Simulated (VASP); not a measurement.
Set up this calculation in VASP 6.6.1, as the native input.

| Item | Value |
| --- | --- |
| Task | single point |
| Functional | PBE |
| Potentials or basis | VASP PAW PBE potentials, release 64 (Hf_pv, Ga_d, As) |
| Cutoff | 520 eV |
| k mesh | 6 × 6 × 2 |
| Occupations | gaussian, width 0.1 eV |
| Spin | no spin polarisation |
| Dipole correction | no |
| Further INCAR settings | ALGO = Fast; EDIFF = 1e-06; NBANDS = 31 |

The structure of HfGa2As2 lies in POSCAR:

```
HfGa2As2
1.0
    4.5966856363      0.0000000031      0.0000000000
   -2.2983428208      3.9808465327      0.0000000000
    0.0000000000      0.0000000000      5.8541038241
Hf Ga As
1 2 2
Direct
    0.6666666667      0.3333333333      0.0000000000
    0.6666666667      0.3333333333      0.5000000000
    0.0000000000      0.0000000000      0.0000000000
    0.3333333333      0.6666666667      0.7400734718
    0.3333333333      0.6666666667      0.2599265282
```

The cell was generated, and may not be a known phase.

One way to write it, as run:

INCAR

```
ALGO = Fast
EDIFF = 1E-6
ENCUT = 520
GGA = PE
ISIF = 2
ISMEAR = 0
LASPH = True
LCHARG = True
LELF = True
LREAL = False
LVHAR = True
LWAVE = False
NBANDS = 31
NELM = 60
PREC = Accurate
SIGMA = 0.1
```

KPOINTS

```
k-points
0
Gamma
  6 6 2
```

Potentials or basis: VASP PAW PBE potentials, release 64 (Hf_pv, Ga_d, As).

The run is started by

```console
$ cat potpaw_PBE.64/Hf_pv/POTCAR potpaw_PBE.64/Ga_d/POTCAR potpaw_PBE.64/As/POTCAR > POTCAR
$ mpirun -np 1 vasp_std > vasp.out
```

Results of the run:

```
Pressure               : -0.1 GPa
Largest force          : 0.031 eV/Å
Band gap on the k mesh : zero (bands 23 and 24 overlap by 1.08 eV)
```

Caveat: the k points lie up to 0.54 Å⁻¹ apart, too coarse for converged energies and pressures of a metal; spin-orbit coupling is left out, which moves the levels of the heavy elements.

Run time: 49 s on 1 thread of AMD EPYC 9R45 96-Core Processor (Zen 5) (shared host), peak memory 0.23 GiB.
